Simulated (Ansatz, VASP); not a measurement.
CoBrO: VASP beside Ansatz

File INCAR:

```
SYSTEM = CoBrO
PREC     = Accurate       ! precision mode
ENCUT    = 520            ! plane-wave cutoff, eV
EDIFF    = 1E-6           ! SCF threshold, eV
ISMEAR   = -1             ! smearing method
SIGMA    = 0.1            ! smearing width, eV
LREAL    = .False.        ! projectors in reciprocal space
LASPH    = .True.         ! aspherical terms in the spheres
NELM     = 100            ! most SCF steps
ALGO     = Normal         ! electronic algorithm
ISIF     = 2              ! what is computed and relaxed
LWAVE    = .False.        ! write WAVECAR
LCHARG   = .True.         ! write CHGCAR
GGA      = PS             ! functional
LELF     = .True.         ! ELF
LVHAR    = .True.       
NBANDS   = 31             ! bands
```

KPOINTS

```
regular mesh
0
Gamma
  5 5 2
  0 0 0
```

POSCAR

```
CoBrO
1.0
    3.6876610800      0.0000000000      0.0000000000
    0.0000000000      3.3955302700      0.0000000000
    0.0000000000      0.0000000000      8.3052698700
Co O Br
2 2 2
Direct
    0.2500000000      0.7500000000      0.1108000000
    0.7500000000      0.2500000000      0.8892000000
    0.2500000000      0.2500000000      0.9450000000
    0.7500000000      0.7500000000      0.0550000000
    0.2500000000      0.2500000000      0.3280000000
    0.7500000000      0.7500000000      0.6720000000
```

Input for Ansatz:

```yaml
crystal:
  lattice:
    - [3.68766108, 0.0, 0.0]
    - [0.0, 3.39553027, 0.0]
    - [0.0, 0.0, 8.30526987]
  atoms:
    - { symbol: Co, position: [0.25, 0.75, 0.1108] }
    - { symbol: Co, position: [0.75, 0.25, 0.8892] }
    - { symbol: O, position: [0.25, 0.25, 0.945] }
    - { symbol: O, position: [0.75, 0.75, 0.055] }
    - { symbol: Br, position: [0.25, 0.25, 0.328] }
    - { symbol: Br, position: [0.75, 0.75, 0.672] }
  symmetry: { tolerance: 0.0003 }
kpoints:
  mp_grid: { grid: [5, 5, 2], shift: [0, 0, 0] }
magnetization:
  spin_polarized: false
scf:
  occupations: { method: fermi_dirac }
hamiltonian:
  pseudopotentials: { kind: paw }
  xc: pbesol
basis:
  ecutwfc: 420
output:
  forces: true
  stress: true
  eigenvalues: true
```

Alike in both runs: task single point; functional PBEsol; k mesh 5 × 5 × 2; no spin polarisation.

|  | VASP | Ansatz |
| --- | --- | --- |
| version | VASP 6.6.1 | Ansatz 0.2.0 |
| potentials or method | VASP PAW PBE potentials, release 64 (Co, O, Br), cutoff 520 eV | PAW plane waves |
| occupations | fermi-dirac, width 0.1 eV | fermi-dirac |
| valence electrons in the cell | 44 | 60 |

|  | VASP | Ansatz | Ansatz less VASP |
| --- | --- | --- | --- |
| gap on the k mesh at the Fermi level (eV) | none | none | - |
| pressure (GPa) | -13.3 | -13.3 | +0.02 |
| traceless stress, the component that is largest in VASP (GPa) | 3.09 | 3.12 | +0.024 |
| rms of the force components (eV/Å) | 0.556 | 0.559 | +0.0033 |

VASP's potentials were made for PBE, not for PBEsol. Atom by atom the forces differ by 0.006 eV/Å (rms over components). A gap of «none» marks a metal or a gap that the smearing closes. VASP's potentials hold 44 valence electrons a cell and Ansatz's 60, so a difference there can come from the potentials and not from the codes.

The k mesh is coarse, so the values compare programs but aren't converged.
